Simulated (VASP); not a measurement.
Input of a VASP 6.6.1 run:

The input INCAR:

```
SYSTEM = Ge
PREC     = Accurate       ! precision mode
ENCUT    = 520            ! plane-wave cutoff, eV
EDIFF    = 1E-8           ! SCF threshold, eV
ISMEAR   = -1             ! smearing method
SIGMA    = 0.05           ! smearing width, eV
LREAL    = .FALSE.        ! projectors in reciprocal space
LASPH    = .TRUE.         ! aspherical terms in the spheres
NELM     = 100            ! most SCF steps
ALGO     = Normal         ! electronic algorithm
ISIF     = 2              ! what is computed and relaxed
LWAVE    = .FALSE.        ! write WAVECAR
LCHARG   = .FALSE.        ! write CHGCAR
GGA      = PS             ! functional
LEFG     = .TRUE.       
NBANDS   = 36             ! bands
```

Contents of KPOINTS:

```
regular mesh
0
G
  11 11 6
  0 0 0
```

File POSCAR:

```
Ge
1.0
    3.9435577898      0.0000000000      0.0000000000
   -1.9717788949      3.4152212273      0.0000000000
    0.0000000000      0.0000000000      6.5101862333
Ge
4
Direct
    0.6666666667      0.3333333333      0.0629012500
    0.3333333333      0.6666666667      0.5629012500
    0.6666666667      0.3333333333      0.4370987500
    0.3333333333      0.6666666667      0.9370987500
```

Potentials or basis: VASP PAW PBE potentials, release 64 (Ge_d).

Run with:

```bash
$ cat potpaw_PBE.64/Ge_d/POTCAR > POTCAR
$ mpirun -np 1 vasp_std > vasp.out
```

Question: What does it give for the pressure?

Answer: 2.9 GPa.

Question: Predict the band gap on the k mesh.

Answer: Zero (band 28 reaches 5.37 eV, above the bottom of band 29 at 5.30 eV).

Question: What does it give for the largest force?

Answer: 0.014 eV/Å.

Electric field gradients, principal values (V/Å²):
| atom | least | middle | greatest (by size) |
| --- | --- | --- | --- |
| 1 Ge | -4.232 | -4.234 | 8.466 |
| 2 Ge | -4.232 | -4.234 | 8.466 |
| 3 Ge | -4.232 | -4.234 | 8.466 |
| 4 Ge | -4.232 | -4.234 | 8.466 |

Caveat: without QUAD_EFG the Cq values of the log hold for a quadrupole moment of 1 mb, not for the nuclei; the PAW data sets were made with another functional, which shifts forces and pressure a little.
